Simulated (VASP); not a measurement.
# Hg4H (Im-3m) in VASP: single point with r2SCAN

Aim: the single point of Hg4H with r2SCAN.

Everything below comes from runs of VASP 6.6.1. Logs are shortened: lines on timing, memory, paths and dates and some standing lists are left out, and cuts for length are marked.

## (1) The cell of the first run

Symmetry: Im-3m, No. 229, cubic system. Conventional cell: a = 6.096 Å, b = 6.096 Å, c = 6.096 Å, α = 90.00°, β = 90.00°, γ = 90.00°. H (site symmetry m-3m) has 8 Hg at 2.64 Å within 3.5 Å. Within 3.5 Å of Hg (site symmetry -3m) lie 2 H at 2.64 Å and 6 Hg at 3.05 Å.

## (2) Single point, r2SCAN

POSCAR reads:

```
Hg4H
1.0
   -3.0479410000      3.0479410000      3.0479410000
    3.0479410000     -3.0479410000      3.0479410000
    3.0479410000      3.0479410000     -3.0479410000
H Hg
1 4
Direct
    0.0000000000      0.0000000000      0.0000000000
    0.5000000000      0.5000000000      0.5000000000
    0.5000000000      0.0000000000      0.0000000000
    0.0000000000      0.0000000000      0.5000000000
    0.0000000000      0.5000000000      0.0000000000
```

INCAR.step1 reads:

```
SYSTEM = Hg4H
PREC     = Accurate       ! precision mode
ENCUT    = 520            ! plane-wave cutoff, eV
ISMEAR   = -1             ! smearing method
SIGMA    = 0.1            ! smearing width, eV
LREAL    = .False.        ! projectors in reciprocal space
LASPH    = .True.         ! aspherical terms in the spheres
NELM     = 100            ! most SCF steps
NBANDS   = 32             ! bands
GGA      = PE             ! functional
ALGO     = Normal         ! electronic algorithm
EDIFF    = 1E-4           ! SCF threshold, eV
LWAVE    = .True.         ! write WAVECAR
LCHARG   = .False.        ! write CHGCAR
```

INCAR.step2 reads:

```
SYSTEM = Hg4H
PREC     = Accurate       ! precision mode
ENCUT    = 520            ! plane-wave cutoff, eV
EDIFF    = 1E-6           ! SCF threshold, eV
ISMEAR   = -1             ! smearing method
SIGMA    = 0.1            ! smearing width, eV
LREAL    = .False.        ! projectors in reciprocal space
LASPH    = .True.         ! aspherical terms in the spheres
NELM     = 100            ! most SCF steps
ALGO     = Normal         ! electronic algorithm
ISIF     = 2              ! what is computed and relaxed
LWAVE    = .False.        ! write WAVECAR
LCHARG   = .True.         ! write CHGCAR
METAGGA  = R2SCAN         ! meta-GGA
LMIXTAU  = .True.       
LELF     = .True.         ! ELF
LVHAR    = .True.       
NBANDS   = 32             ! bands
ISTART   = 1
```

KPOINTS reads:

```
regular mesh
0
Gamma
  8 8 8
  0 0 0
```

Potentials or basis: VASP PAW PBE potentials, release 64 (H, Hg).

On the command line:

```sh
> cat potpaw_PBE.64/H/POTCAR potpaw_PBE.64/Hg/POTCAR > POTCAR
> cp INCAR.step1 INCAR
> mpirun -np 1 vasp_std > vasp.out
> cp INCAR.step2 INCAR
> mpirun -np 1 vasp_std > vasp.out
```

OUTCAR:

```text
SYSTEM = Hg4H
   PREC = Accurate
   ENCUT = 520
   EDIFF = 1E-6
   ISMEAR = -1
   LREAL = .False.
   LASPH = .True.
   NELM = 100
   ISIF = 2
   METAGGA = R2SCAN
   ISTART = 1

 ion  position               nearest neighbor table
   1  0.000  0.000  0.000-
   2  0.500  0.500  0.500-   3 3.05   4 3.05   5 3.05   3 3.05   5 3.05   4 3.05
   3  0.500  0.000  0.000-   2 3.05   4 3.05   5 3.05   2 3.05   4 3.05   5 3.05
   4  0.000  0.000  0.500-   2 3.05   3 3.05   5 3.05   5 3.05   3 3.05   2 3.05
   5  0.000  0.500  0.000-   2 3.05   3 3.05   4 3.05   4 3.05   2 3.05   3 3.05

  LATTYP: Found a body centered cubic cell.
 ALAT       =     6.0958820000

  Lattice vectors:

 A1 = (  -3.0479410000,   3.0479410000,   3.0479410000)
 A2 = (   3.0479410000,  -3.0479410000,   3.0479410000)
 A3 = (   3.0479410000,   3.0479410000,  -3.0479410000)

Analysis of symmetry for initial positions (statically):
=====================================================================
 Subroutine PRICEL returns:
 Original cell was already a primitive cell.

 Routine SETGRP: Setting up the symmetry group for a
 body centered cubic supercell.

 Subroutine GETGRP returns: Found 48 space group operations
 (whereof 48 operations were pure point group operations)
 out of a pool of 48 trial point group operations.

The static configuration has the point symmetry O_h .

Analysis of symmetry for dynamics (positions and initial velocities):
=====================================================================
 Subroutine PRICEL returns:
 Original cell was already a primitive cell.

 Routine SETGRP: Setting up the symmetry group for a
 body centered cubic supercell.

 Subroutine GETGRP returns: Found 48 space group operations
 (whereof 48 operations were pure point group operations)
 out of a pool of 48 trial point group operations.

The dynamic configuration has the point symmetry O_h .

 Subroutine INISYM returns: Found 48 space group operations
 (whereof 48 operations are pure point group operations),
 and found     1 'primitive' translations

----------------------------------------------------------------------------------------

                                     Primitive cell

  volume of cell :     113.2608

  direct lattice vectors                    reciprocal lattice vectors
    -3.047941000  3.047941000  3.047941000     0.000000000  0.164045170  0.164045170
     3.047941000 -3.047941000  3.047941000     0.164045170  0.000000000  0.164045170
     3.047941000  3.047941000 -3.047941000     0.164045170  0.164045170  0.000000000

  length of vectors
     5.279188670  5.279188670  5.279188670     0.231994904  0.231994904  0.231994904

  position of ions in fractional coordinates (direct lattice)
     0.000000000  0.000000000  0.000000000
     0.500000000  0.500000000  0.500000000
     0.500000000  0.000000000  0.000000000
     0.000000000  0.000000000  0.500000000
     0.000000000  0.500000000  0.000000000

  ion indices of the primitive-cell ions
   primitive index   ion index
                 1           1
                 2           2
                 3           3
                 4           4
                 5           5

----------------------------------------------------------------------------------------

 KPOINTS: regular mesh

Automatic generation of k-mesh.
 Grid dimensions read from file:
 generate k-points for:    8    8    8

 Generating k-lattice:

  Cartesian coordinates                     Fractional coordinates (reciprocal lattice)
     0.000000000  0.020505646  0.020505646     0.125000000  0.000000000  0.000000000
     0.020505646  0.000000000  0.020505646     0.000000000  0.125000000  0.000000000
     0.020505646  0.020505646  0.000000000     0.000000000  0.000000000  0.125000000

  Length of vectors
     0.028999363  0.028999363  0.028999363

  Shift w.r.t. Gamma in fractional coordinates (k-lattice)
     0.000000000  0.000000000  0.000000000

 Subroutine IBZKPT returns following result:
 ===========================================

 Found     29 irreducible k-points:

 Following reciprocal coordinates:
            Coordinates               Weight
  0.000000  0.000000  0.000000      1.000000
  0.125000  0.000000  0.000000     12.000000
  0.250000  0.000000  0.000000     12.000000
  0.375000  0.000000  0.000000     12.000000
  0.500000  0.000000  0.000000      6.000000
  0.125000  0.125000  0.000000     24.000000
[... 16 lines left out ...]
 -0.250000  0.250000  0.250000      6.000000
 -0.375000  0.375000  0.250000     24.000000
 [... further k-points ...]
   k-points           NKPTS =     29   k-points in BZ     NKDIM =     29   number of bands    NBANDS=     32
   number of dos      NEDOS =    301   number of ions     NIONS =      5
   total plane-waves  NPLWV =  64000
   dimension x,y,z NGX =    40 NGY =   40 NGZ =   40
   dimension x,y,z NGXF=    80 NGYF=   80 NGZF=   80
   ions per type =               1   4
   NGX,Y,Z   is equivalent  to a cutoff of  12.60, 12.60, 12.60 a.u.
   NGXF,Y,Z  is equivalent  to a cutoff of  25.19, 25.19, 25.19 a.u.
 SYSTEM =  Hg4H
   PREC   = accura    normal or accurate (medium, high low for compatibility)
   ISTART =      1    job   : 0-new  1-cont  2-samecut
   ICHARG =      0    charge: 1-file 2-atom 10-const
   ISPIN  =      1    spin polarized calculation?
   LNONCOLLINEAR =      F non collinear calculations
   LSORBIT =      F    spin-orbit coupling
   LASPH  =      T    aspherical Exc in radial PAW
   ENCUT  =  520.0 eV  38.22 Ry    6.18 a.u.   9.82  9.82  9.82*2*pi/ulx,y,z
   NELM   =    100;   NELMIN=  2; NELMDL=  0     # of ELM steps
   EDIFF  = 0.1E-05   stopping-criterion for ELM
   LREAL  =      F    real-space projection
   EDIFFG = 0.1E-04   stopping-criterion for IOM
   NSW    =      0    number of steps for IOM
   IBRION =     -1    ionic relax: 0-MD 1-quasi-New 2-CG
   NFREE  =      0    steps in history (QN), initial steepest desc. (CG)
   ISIF   =      2    stress and relaxation
   ISYM   =      2    0-nonsym 1-usesym 2-fastsym
   POTIM  = 0.5000    time-step for ionic-motion
   TEBEG  =    0.0;   TEEND  =   0.0 temperature during run
   PSTRESS=    0.0 pullay stress
   NELECT =      49.0000    total number of electrons
   NUPDOWN=      -1.0000    fix difference up-down
   EMIN   =  10.00;   EMAX   =-10.00  energy-range for DOS
   EFERMI =   0.00;   METHOD = LEGACY
   ISMEAR =    -1;   SIGMA  =   0.10  broadening in eV -4-tet -1-fermi 0-gaus
   EFERMI_NEDOS =   21; number of points for ismear=-14 and -15
   IALGO  =     38    algorithm
   IMIX   =      4    mixing-type and parameters
     AMIX     =   0.40;   BMIX     =  1.00
     AMIX_MAG =   1.60;   BMIX_MAG =  1.00
  volume/ion in A,a.u.               =      22.65       152.86
  Fermi-wavevector in a.u.,A,eV,Ry     =   1.238170  2.339802 20.858618  1.533065
  Thomas-Fermi vector in A             =   2.372707
   LORBIT       =      0    0 simple, 1 ext, 2 COOP (PROOUT), +10 PAW based schemes
   METAGGA = R2SCAN    functional components
   LHFCALC =     F    Hartree Fock is set to
   AEXX    =    0.0000 exact exchange contribution
   IVDW    =     0    specifies the selected vdW correction
   LEPSILON=     F    determine dielectric tensor
   LRPA    =     F    only Hartree local field effects (RPA)
 non-spin polarized calculation
  energy-cutoff  :      520.00
  volume of cell :      113.26
 maximum number of plane-waves:      3067
   NGX = 19   NGY = 19   NGZ = 19

 number of electron      48.9999993 magnetization

 Free energy of the ion-electron system (eV)
  ---------------------------------------------------
  ext. energy  EPLUGINS =         0.00000000
  ---------------------------------------------------
  free energy    TOTEN  =      -199.09283508 eV

  energy without entropy =     -199.01603244  energy(sigma->0) =     -199.05443376

 E-fermi :   1.4626     XC(G=0): -10.5881

 val. band max:        1.4325495094   @ k =  -0.3750   0.3750   0.2500
 cond. band min:       1.4908221457   @ k =  -0.2500   0.2500   0.2500
 fundamental gap:      0.0582726363
 Fermi energy:         1.4625596430

 k-point     1 :       0.0000    0.0000    0.0000
  band No.  band energies     occupation
      1      -7.2775      2.00000
      2      -6.5960      2.00000
      3      -6.5960      2.00000
      4      -6.4680      2.00000
      5      -6.3469      2.00000
      6      -6.3469      2.00000
[... 24 lines left out ...]
     31       3.2512      0.00000
     32       9.0524      0.00000

 k-point     2 :       0.1250    0.0000    0.0000
  band No.  band energies     occupation
      1      -7.1526      2.00000
      2      -6.5675      2.00000
      3      -6.5300      2.00000
      4      -6.3861      2.00000
      5      -6.3053      2.00000
      6      -6.2887      2.00000
[... 24 lines left out ...]
     31       4.5790      0.00000
     32       9.3321      0.00000

 k-point     3 :       0.2500    0.0000    0.0000
  band No.  band energies     occupation
      1      -6.8370      2.00000
      2      -6.4860      2.00000
      3      -6.3345      2.00000
      4      -6.2102      2.00000
      5      -6.1858      2.00000
      6      -6.1432      2.00000
[... 24 lines left out ...]
     31       6.1686      0.00000
     32       9.4033      0.00000

 k-point     4 :       0.3750    0.0000    0.0000
  band No.  band energies     occupation
      1      -6.5522      2.00000
      2      -6.3345      2.00000
      3      -6.2615      2.00000
      4      -6.0267      2.00000
      5      -5.9992      2.00000
      6      -5.8876      2.00000
[... 24 lines left out ...]
     31       8.1051      0.00000
     32       8.1933      0.00000

 k-point     5 :       0.5000    0.0000    0.0000
  band No.  band energies     occupation
      1      -6.4356      2.00000
      2      -6.3720      2.00000
      3      -6.1415      2.00000
      4      -5.8530      2.00000
      5      -5.7026      2.00000
      6      -5.7022      2.00000
[... 584 lines left out ...]
     31       9.2902      0.00000
     32      11.6675      0.00000

 k-point    22 :       0.2500    0.2500    0.2500
  band No.  band energies     occupation
      1      -6.0758      2.00000
      2      -5.5754      2.00000
      3      -5.5754      2.00000
      4      -5.5754      2.00000
      5      -5.5728      2.00000
      6      -5.5728      2.00000
[... 24 lines left out ...]
     31       8.1128      0.00000
     32       8.1128      0.00000

 k-point    23 :      -0.2500    0.2500    0.2500
  band No.  band energies     occupation
      1      -6.6181      2.00000
      2      -6.5151      2.00000
      3      -6.3027      2.00000
      4      -6.2572      2.00000
      5      -6.2572      2.00000
      6      -6.0145      2.00000
[... 24 lines left out ...]
     31       9.1976      0.00000
     32       9.1976      0.00000

 k-point    24 :      -0.3750    0.3750    0.2500
  band No.  band energies     occupation
      1      -6.4639      2.00000
      2      -6.3823      2.00000
      3      -6.3116      2.00000
      4      -6.2388      2.00000
      5      -6.2005      2.00000
      6      -5.8665      2.00000
[... 24 lines left out ...]
     31      10.6334      0.00000
     32      10.9604      0.00000

 [... further k-points ...]

------------------------ aborting loop because EDIFF is reached ----------------------------------------

  FORCE on cell =-STRESS in cart. coord.  units (eV):
  Direction    XX          YY          ZZ          XY          YZ          ZX
  --------------------------------------------------------------------------------------
  -------------------------------------------------------------------------------------
  Total       -0.2863252     -0.2863252     -0.2863252      0.0000000      0.0000000      0.0000000
  in kB       -4.0503308     -4.0503308     -4.0503308      0.0000000      0.0000000      0.0000000
  external PRESSURE =      -4.0503308 kB  Pullay stress =       0.0000000 kB

 VOLUME and BASIS-vectors are now :
 -----------------------------------------------------------------------------
  energy-cutoff  :      520.00
  volume of cell :      113.26
      direct lattice vectors                 reciprocal lattice vectors
    -3.047941000  3.047941000  3.047941000     0.000000000  0.164045170  0.164045170
     3.047941000 -3.047941000  3.047941000     0.164045170  0.000000000  0.164045170
     3.047941000  3.047941000 -3.047941000     0.164045170  0.164045170  0.000000000

 POSITION                                       TOTAL-FORCE (eV/Angst)
 -----------------------------------------------------------------------------------
      0.00000      0.00000      0.00000         0.000000     -0.000000      0.000000
      1.52397      1.52397      1.52397         0.000000      0.000000     -0.000000
     -1.52397      1.52397      1.52397        -0.000000     -0.000000      0.000000
      1.52397      1.52397     -1.52397         0.000000     -0.000000     -0.000000
      1.52397     -1.52397      1.52397         0.000000      0.000000     -0.000000
 -----------------------------------------------------------------------------------
    total drift:                                0.000000     -0.000000      0.000000

  FREE ENERGIE OF THE ION-ELECTRON SYSTEM (eV)
  ---------------------------------------------------
  free  energy   TOTEN  =      -199.0928350821 eV

  energy  without entropy=     -199.0160324396  energy(sigma->0) =     -199.05443376
```

Run time: 3.1 min. Hardware: 1 thread of AMD EPYC 9R45 (Zen 5), shared host; peak memory 0.26 GiB.

What came out:

- Free energy: -199.0928 eV
- Pressure: -0.4 GPa

Levels at points of the mesh, in eV from the Fermi level:
```csv
k point,band 20,band 21,band 22,band 23,band 24,band 25,band 26,band 27,band 28,band 29
"(0.00, 0.00, 0.00)",-5.54,-5.54,0.43,0.55,0.55,0.55,1.60,1.60,1.60,1.79
"(0.50, 0.00, 0.00)",-6.30,-5.90,-5.49,-1.51,-1.46,-0.81,1.29,3.12,5.05,5.30
"(0.50, 0.50, 0.50)",-5.50,-4.49,-2.90,-2.90,-2.90,-1.34,-1.34,4.45,4.85,4.99
```

Caveat: the PAW data sets were made with another functional, which shifts forces and pressure a little; spin-orbit coupling is left out, which moves the levels of the heavy elements.
